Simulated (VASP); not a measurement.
# PbSe (Fm-3m) in VASP: further runs, part 3 of 3

VASP 6.6.1. Earlier steps stand in the parts before.

## 5. Single point, r2SCAN (strain -3.0%)

File POSCAR:

```
PbSe
1.0
    0.0000000000      2.9960411529      2.9960411529
    2.9960411529      0.0000000000      2.9960411529
    2.9960411529      2.9960411529      0.0000000000
Pb Se
1 1
Direct
    0.0000000000      0.0000000000      0.0000000000
    0.5000000000      0.5000000000      0.5000000000
```

File INCAR.step1:

```
PREC     = Accurate       # precision mode
ENCUT    = 520            # plane-wave cutoff, eV
ISMEAR   = -1             # smearing method
SIGMA    = 0.02           # smearing width, eV
LREAL    = False          # projectors in reciprocal space
LASPH    = True           # aspherical terms in the spheres
NELM     = 80             # most SCF steps
NBANDS   = 17             # bands
GGA      = PE             # functional
ALGO     = Normal         # electronic algorithm
EDIFF    = 1E-4           # SCF threshold, eV
LWAVE    = True           # write WAVECAR
LCHARG   = False          # write CHGCAR
```

File INCAR.step2:

```
PREC     = Accurate       # precision mode
ENCUT    = 520            # plane-wave cutoff, eV
EDIFF    = 1E-6           # SCF threshold, eV
ISMEAR   = -1             # smearing method
SIGMA    = 0.02           # smearing width, eV
LREAL    = False          # projectors in reciprocal space
LASPH    = True           # aspherical terms in the spheres
NELM     = 80             # most SCF steps
ALGO     = Normal         # electronic algorithm
ISIF     = 2              # what is computed and relaxed
LWAVE    = False          # write WAVECAR
LCHARG   = False          # write CHGCAR
METAGGA  = R2SCAN         # meta-GGA
LMIXTAU  = True         
NBANDS   = 17             # bands
ISTART   = 1
```

File KPOINTS:

```
regular mesh
0
Gamma
  8 8 8
```

Potentials or basis: VASP PAW PBE potentials, release 64 (Pb_d, Se).

On the command line:

```
cat potpaw_PBE.64/Pb_d/POTCAR potpaw_PBE.64/Se/POTCAR > POTCAR
cp INCAR.step1 INCAR
mpirun -np 1 vasp_std > vasp.out
cp INCAR.step2 INCAR
mpirun -np 1 vasp_std > vasp.out
```

OUTCAR:

```text
PREC = Accurate
   ENCUT = 520
   EDIFF = 1E-6
   ISMEAR = -1
   LREAL = False
   LASPH = True
   NELM = 80
   ISIF = 2
   METAGGA = R2SCAN
   ISTART = 1

 ion  position               nearest neighbor table
   1  0.000  0.000  0.000-   2 3.00   2 3.00   2 3.00   2 3.00   2 3.00   2 3.00
   2  0.500  0.500  0.500-   1 3.00   1 3.00   1 3.00   1 3.00   1 3.00   1 3.00

  LATTYP: Found a face centered cubic cell.
 ALAT       =     5.9920823058

  Lattice vectors:

 A1 = (   0.0000000000,   2.9960411529,   2.9960411529)
 A2 = (   2.9960411529,   0.0000000000,   2.9960411529)
 A3 = (   2.9960411529,   2.9960411529,   0.0000000000)

Analysis of symmetry for initial positions (statically):
=====================================================================
 Subroutine PRICEL returns:
 Original cell was already a primitive cell.

 Routine SETGRP: Setting up the symmetry group for a
 face centered cubic supercell.

 Subroutine GETGRP returns: Found 48 space group operations
 (whereof 48 operations were pure point group operations)
[... 154 lines left out ...]

 Free energy of the ion-electron system (eV)
  ---------------------------------------------------
  ext. energy  EPLUGINS =         0.00000000
  ---------------------------------------------------
  free energy    TOTEN  =       -71.85200105 eV

  energy without entropy =      -71.85199969  energy(sigma->0) =      -71.85200037

 E-fermi :   6.0034     XC(G=0): -10.3904

 val. band max:        5.8361133205   @ k =   0.5000   0.0000   0.0000
 cond. band min:       6.1707428849   @ k =   0.5000   0.0000   0.0000
 fundamental gap:      0.3346295645
 Fermi energy:         6.0034282206

 k-point     1 :       0.0000    0.0000    0.0000
  band No.  band energies     occupation
      1     -11.8393      2.00000
      2     -11.8393      2.00000
      3     -11.8379      2.00000
      4     -11.8379      2.00000
      5     -11.8379      2.00000
      6      -8.9952      2.00000
[... 457 lines left out ...]
      4     -11.8121      2.00000
      5     -11.7923      2.00000
      6      -7.4697      2.00000
[... 9 lines left out ...]
     16      17.1684      0.00000
     17      17.4565      0.00000

 [... further k-points ...]
[... 5 lines left out ...]
  --------------------------------------------------------------------------------------
  -------------------------------------------------------------------------------------
  Total        1.9502910      1.9502910      1.9502910      0.0000000     -0.0000000     -0.0000000
  in kB       58.0947235     58.0947235     58.0947235      0.0000000     -0.0000000     -0.0000000
  external PRESSURE =      58.0947235 kB  Pullay stress =       0.0000000 kB

 VOLUME and BASIS-vectors are now :
 -----------------------------------------------------------------------------
  energy-cutoff  :      520.00
  volume of cell :       53.79
      direct lattice vectors                 reciprocal lattice vectors
     0.000000000  2.996041153  2.996041153    -0.166886893  0.166886893  0.166886893
     2.996041153  0.000000000  2.996041153     0.166886893 -0.166886893  0.166886893
     2.996041153  2.996041153  0.000000000     0.166886893  0.166886893 -0.166886893

 POSITION                                       TOTAL-FORCE (eV/Angst)
 -----------------------------------------------------------------------------------
      0.00000      0.00000      0.00000        -0.000000     -0.000000     -0.000000
      2.99604      2.99604      2.99604         0.000000      0.000000      0.000000
 -----------------------------------------------------------------------------------
    total drift:                                0.000000     -0.000000     -0.000000

  FREE ENERGIE OF THE ION-ELECTRON SYSTEM (eV)
  ---------------------------------------------------
  free  energy   TOTEN  =       -71.8520010540 eV

  energy  without entropy=      -71.8519996921  energy(sigma->0) =      -71.85200037
```

OSZICAR.step1:

```text
N       E                     dE             d eps       ncg     rms          rms(c)
DAV:   1     0.157416387840E+03    0.15742E+03   -0.96354E+03   986   0.121E+03
DAV:   2     0.331824725584E+01   -0.15410E+03   -0.14916E+03  1053   0.315E+02
DAV:   3    -0.802664182140E+01   -0.11345E+02   -0.11205E+02  1265   0.904E+01
DAV:   4    -0.832044856646E+01   -0.29381E+00   -0.29357E+00  1227   0.153E+01
DAV:   5    -0.832990334947E+01   -0.94548E-02   -0.94545E-02  1416   0.284E+00    0.293E+00
DAV:   6    -0.808322040416E+01    0.24668E+00   -0.57795E-01  1516   0.564E+00    0.174E+00
DAV:   7    -0.807722708579E+01    0.59933E-02   -0.10960E-01  1201   0.167E+00    0.895E-01
DAV:   8    -0.808007862434E+01   -0.28515E-02   -0.11055E-02  1209   0.119E+00    0.117E-01
DAV:   9    -0.807984248820E+01    0.23614E-03   -0.22891E-03  1497   0.501E-01    0.471E-02
DAV:  10    -0.807985969091E+01   -0.17203E-04   -0.22007E-04  1110   0.916E-02
   1 F= -.80798597E+01 E0= -.80797034E+01  d E =-.312519E-03
```

Wall time 46 s (1 thread of AMD EPYC 9R45 (Zen 5), shared host); peak memory 0.17 GiB.

What came out:

| Property | Result |
| --- | --- |
| Free energy | -71.8520 eV |
| Pressure | 5.8 GPa |
| Band gap on the k mesh | 0.33 eV |

Caveat: the cell differs from its parent crystal (strain -3.0%); the cell stands under pressure; the PAW data sets were made with another functional, which shifts forces and pressure a little; spin-orbit coupling is left out, which moves the levels of the heavy elements. A k mesh can miss the band edges.

## 6. Summary

| level | cell | gap on the mesh (eV) | pressure (GPa) |
| --- | --- | --- | --- |
| PBE | a = 4.193 Å, angles 60.0°, 2 atoms | 0.07 | 8.9 |
| PBE | a = 4.237 Å, angles 60.0°, 2 atoms | 0.06 | 6.6 |
| r2SCAN | a = 4.193 Å, angles 60.0°, 2 atoms | 0.20 | 8.3 |
| r2SCAN | a = 4.237 Å, angles 60.0°, 2 atoms | 0.33 | 5.8 |

Alike in all rows: task single point; potentials or basis VASP PAW PBE potentials, release 64 (Pb_d, Se); no spin polarisation; k mesh 8 × 8 × 8; cutoff (eV) 520; smearing fermi-dirac 0.02 eV.

Caveats: the cell stands under pressure; spin-orbit coupling is left out, which moves the levels of the heavy elements; the PAW data sets were made with another functional, which shifts forces and pressure a little (at least some runs).

Absolute energies hang on the potentials; compare differences alone.
